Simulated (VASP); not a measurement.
# TaTiGe4 (F222) in VASP: single point with PBE

Aim: the single point of TaTiGe4 with PBE.

Program: VASP 6.6.1. These are calculated values, not measurements. Logs are shortened: lines on timing, memory, paths and dates and some standing lists are left out, and cuts for length are marked.

## Step 1: The cell of the first run

It takes space group F222 (No. 22, orthorhombic). The conventional cell has a = 5.071 Å, b = 8.701 Å, c = 8.869 Å, α = 90.00°, β = 90.00°, γ = 90.00°. Within 3.5 Å of Ti (site symmetry 222) lie 10 Ge at 2.66 to 2.94 Å and 4 Ta at 3.35 Å. Ta (site symmetry 222) has 10 Ge at 2.67 to 2.92 Å and 4 Ti at 3.35 Å within 3.5 Å. Within 3.5 Å of Ge (site symmetry 2) lie 9 Ge at 2.64 to 3.38 Å and 2 Ti at 2.66 Å and 3 Ta at 2.90 to 2.92 Å. Ge (site symmetry 2) has 9 Ge at 2.64 to 3.38 Å and 2 Ta at 2.67 Å and 3 Ti at 2.90 to 2.94 Å within 3.5 Å.

## Step 2: Single point, PBE

INCAR

```
SYSTEM = TaTiGe4
  PREC = Accurate
  ENCUT = 520
  EDIFF = 1E-6
  ISMEAR = 0
  SIGMA = 0.1
  LREAL = .False.
  LASPH = .True.
  NELM = 100
  ALGO = Normal
  ISIF = 2
  LWAVE = .False.
  LCHARG = .False.
  GGA = PE
  NBANDS = 48
```

KPOINTS

```
regular mesh
0
Gamma
  10 10 10
  0 0 0
```

POSCAR

```
TaTiGe4
1.0
    0.0000000000      4.3506820608      4.4343356934
    2.5354923195      0.0000000000      4.4343356934
    2.5354923195      4.3506820608      0.0000000000
Ti Ta Ge
1 1 4
Direct
    0.5000000000      0.5000000000      0.5000000000
    0.7500000000      0.7500000000      0.7500000000
    0.0836859462      0.4163140538      0.0836859462
    0.1618031422      0.8381968578      0.1618031422
    0.8381968578      0.1618031422      0.8381968578
    0.4163140538      0.0836859462      0.4163140538
```

Potentials or basis: VASP PAW PBE potentials, release 64 (Ti_sv, Ta_pv, Ge_d).

Command:

```sh
$ cat potpaw_PBE.64/Ti_sv/POTCAR potpaw_PBE.64/Ta_pv/POTCAR potpaw_PBE.64/Ge_d/POTCAR > POTCAR
$ mpirun -np 1 vasp_std > vasp.out
```

OUTCAR:

```text
SYSTEM = TaTiGe4
   PREC = Accurate
   ENCUT = 520
   EDIFF = 1E-6
   ISMEAR = 0
   LREAL = .False.
   LASPH = .True.
   NELM = 100
   ISIF = 2
   GGA = PE

 ion  position               nearest neighbor table
   1  0.500  0.500  0.500-   3 2.66   6 2.66   3 2.66   6 2.66   4 2.90   4 2.90   5 2.90   5 2.90

   2  0.750  0.750  0.750-   5 2.67   4 2.67   5 2.67   4 2.67   6 2.90   3 2.90   6 2.92   6 2.92
                             3 2.92   3 2.92
   3  0.084  0.416  0.084-   4 2.64   4 2.64   1 2.66   1 2.66   6 2.89   2 2.90   2 2.92   2 2.92

   4  0.162  0.838  0.162-   3 2.64   3 2.64   2 2.67   2 2.67   5 2.82   1 2.90   1 2.90
   5  0.838  0.162  0.838-   6 2.64   6 2.64   2 2.67   2 2.67   4 2.82   1 2.90   1 2.90
   6  0.416  0.084  0.416-   5 2.64   5 2.64   1 2.66   1 2.66   3 2.89   2 2.90   2 2.92   2 2.92

  LATTYP: Found a face centered orthorhombic cell.
 ALAT       =     5.0709846390
 B/A-ratio  =     1.7159121435
 C/A-ratio  =     1.7489051966

  Lattice vectors:

 A1 = (   0.0000000000,   4.3506820608,   4.4343356934)
 A2 = (   2.5354923195,   0.0000000000,   4.4343356934)
 A3 = (   2.5354923195,   4.3506820608,   0.0000000000)

Analysis of symmetry for initial positions (statically):
=====================================================================
 Subroutine PRICEL returns:
 Original cell was already a primitive cell.

 Routine SETGRP: Setting up the symmetry group for a
 face centered orthorhombic supercell.

 Subroutine GETGRP returns: Found  4 space group operations
 (whereof  4 operations were pure point group operations)
 out of a pool of  8 trial point group operations.

The static configuration has the point symmetry D_2 .

Analysis of symmetry for dynamics (positions and initial velocities):
=====================================================================
 Subroutine PRICEL returns:
 Original cell was already a primitive cell.

 Routine SETGRP: Setting up the symmetry group for a
 face centered orthorhombic supercell.

 Subroutine GETGRP returns: Found  4 space group operations
 (whereof  4 operations were pure point group operations)
 out of a pool of  8 trial point group operations.

The dynamic configuration has the point symmetry D_2 .

 Subroutine INISYM returns: Found  4 space group operations
 (whereof  4 operations are pure point group operations),
 and found     1 'primitive' translations

----------------------------------------------------------------------------------------

[... 104 lines left out ...]
   IBRION =     -1    ionic relax: 0-MD 1-quasi-New 2-CG
   NFREE  =      0    steps in history (QN), initial steepest desc. (CG)
   ISIF   =      2    stress and relaxation
   ISYM   =      2    0-nonsym 1-usesym 2-fastsym
   POTIM  = 0.5000    time-step for ionic-motion
   TEBEG  =    0.0;   TEEND  =   0.0 temperature during run
   PSTRESS=    0.0 pullay stress
   NELECT =      79.0000    total number of electrons
   NUPDOWN=      -1.0000    fix difference up-down
   EMIN   =  10.00;   EMAX   =-10.00  energy-range for DOS
   EFERMI =   0.00;   METHOD = LEGACY
   ISMEAR =     0;   SIGMA  =   0.10  broadening in eV -4-tet -1-fermi 0-gaus
   EFERMI_NEDOS =   21; number of points for ismear=-14 and -15
   IALGO  =     38    algorithm
   IMIX   =      4    mixing-type and parameters
     AMIX     =   0.40;   BMIX     =  1.00
     AMIX_MAG =   1.60;   BMIX_MAG =  1.00
  volume/ion in A,a.u.               =      16.31       110.03
  Fermi-wavevector in a.u.,A,eV,Ry     =   1.524490  2.880868 31.620871  2.324068
  Thomas-Fermi vector in A             =   2.632789
   LORBIT       =      0    0 simple, 1 ext, 2 COOP (PROOUT), +10 PAW based schemes
   GGA     = PE    functional components
   LHFCALC =     F    Hartree Fock is set to
   AEXX    =    0.0000 exact exchange contribution
   IVDW    =     0    specifies the selected vdW correction
   LEPSILON=     F    determine dielectric tensor
   LRPA    =     F    only Hartree local field effects (RPA)
 non-spin polarized calculation
 Gauss-broadening in eV      SIGMA  =   0.10
  energy-cutoff  :      520.00
  volume of cell :       97.83
 maximum number of plane-waves:      2660
 NGX is ok and might be reduce to    48
   NGX = 23   NGY = 19   NGZ = 19

 number of electron      79.0000005 magnetization

 Free energy of the ion-electron system (eV)
  ---------------------------------------------------
  ext. energy  EPLUGINS =         0.00000000
  ---------------------------------------------------
  free energy    TOTEN  =       -39.57039935 eV

  energy without entropy =      -39.55920968  energy(sigma->0) =      -39.56480452

 E-fermi :   8.3690     XC(G=0): -12.1961

 val. band max:        8.3685016729   @ k =   0.5000   0.1000   0.1000
 cond. band min:       8.3891286062   @ k =   0.3000   0.5000   0.1000
 fundamental gap:      0.0206269333
 Fermi energy:         8.3689925655

 k-point     1 :       0.0000    0.0000    0.0000
  band No.  band energies     occupation
      1     -48.6904      2.00000
      2     -26.4073      2.00000
      3     -26.4056      2.00000
      4     -26.3793      2.00000
      5     -25.0142      2.00000
      6     -24.9867      2.00000
[... 1213 lines left out ...]
     47      11.7297      0.00000
     48      11.9704      0.00000

 [... further k-points ...]

------------------------ aborting loop because EDIFF is reached ----------------------------------------

  FORCE on cell =-STRESS in cart. coord.  units (eV):
  Direction    XX          YY          ZZ          XY          YZ          ZX
  --------------------------------------------------------------------------------------
  -------------------------------------------------------------------------------------
  Total        0.0581593      0.0398293      0.0799566      0.0000000      0.0000000      0.0000000
  in kB        0.9524701      0.6522820      1.3094428      0.0000000      0.0000000      0.0000000
  external PRESSURE =       0.9713983 kB  Pullay stress =       0.0000000 kB

 VOLUME and BASIS-vectors are now :
 -----------------------------------------------------------------------------
  energy-cutoff  :      520.00
  volume of cell :       97.83
      direct lattice vectors                 reciprocal lattice vectors
     0.000000000  4.350682061  4.434335693    -0.197200361  0.114924509  0.112756461
     2.535492319  0.000000000  4.434335693     0.197200361 -0.114924509  0.112756461
     2.535492319  4.350682061  0.000000000     0.197200361  0.114924509 -0.112756461

 POSITION                                       TOTAL-FORCE (eV/Angst)
 -----------------------------------------------------------------------------------
      2.53549      4.35068      4.43434        -0.000000     -0.000000     -0.000000
      3.80324      6.52602      6.65150        -0.000000     -0.000000     -0.000000
      1.26775      0.72818      2.21717        -0.000000     -0.003963      0.000000
      2.53549      1.40791      4.43434         0.000000     -0.004077      0.000000
      2.53549      7.29346      4.43434         0.000000      0.004077      0.000000
      1.26775      3.62250      2.21717        -0.000000      0.003963      0.000000
 -----------------------------------------------------------------------------------
    total drift:                                0.000001      0.000002      0.000007

  FREE ENERGIE OF THE ION-ELECTRON SYSTEM (eV)
  ---------------------------------------------------
  free  energy   TOTEN  =       -39.5703993472 eV

  energy  without entropy=      -39.5592096845  energy(sigma->0) =      -39.56480452
```

Wall time 8.2 min (1 thread of Intel Xeon 6975P-C (Granite Rapids), shared host); peak memory 0.76 GiB.

What came out:

```
Free energy            : -39.5704 eV
Pressure               : 0.1 GPa
Largest force          : 0.004 eV/Å
Band gap on the k mesh : zero (an odd number of electrons rules out a gap without spin polarisation)
```

Forces on the atoms (eV/Å):
```
Ti   0.000  0.000  0.000
Ta   0.000  0.000  0.000
Ge   0.000 -0.004  0.000
Ge   0.000 -0.004  0.000
Ge   0.000  0.004  0.000
Ge   0.000  0.004  0.000
```

Levels at points of the mesh, in eV from the Fermi level:
```tsv
k point	band 36	band 37	band 38	band 39	band 40	band 41	band 42	band 43	band 44	band 45
(0.00, 0.00, 0.00)	-2.70	-2.49	-2.28	-1.83	-1.54	1.43	1.93	2.21	2.57	2.63
(0.50, 0.00, 0.00)	-2.54	-1.83	-0.60	-0.32	0.30	0.90	1.05	1.54	1.64	1.87
(0.50, 0.50, 0.00)	-2.42	-1.86	-1.56	-1.40	0.39	0.40	2.42	2.50	2.66	2.75
(0.50, 0.00, 0.50)	-2.88	-2.62	-1.73	-1.45	0.67	0.70	1.91	2.35	2.47	2.72
(0.00, 0.50, 0.50)	-1.77	-1.66	-1.39	-0.97	0.45	0.50	1.34	1.51	2.05	2.22
```

Caveat: spin-orbit coupling is left out, which moves the levels of the heavy elements; an odd number of electrons without spin polarisation forces a metal; a magnetic or distorted state may lie lower.

The gap in the log of VASP goes by the Fermi energy; the results here count the filled bands.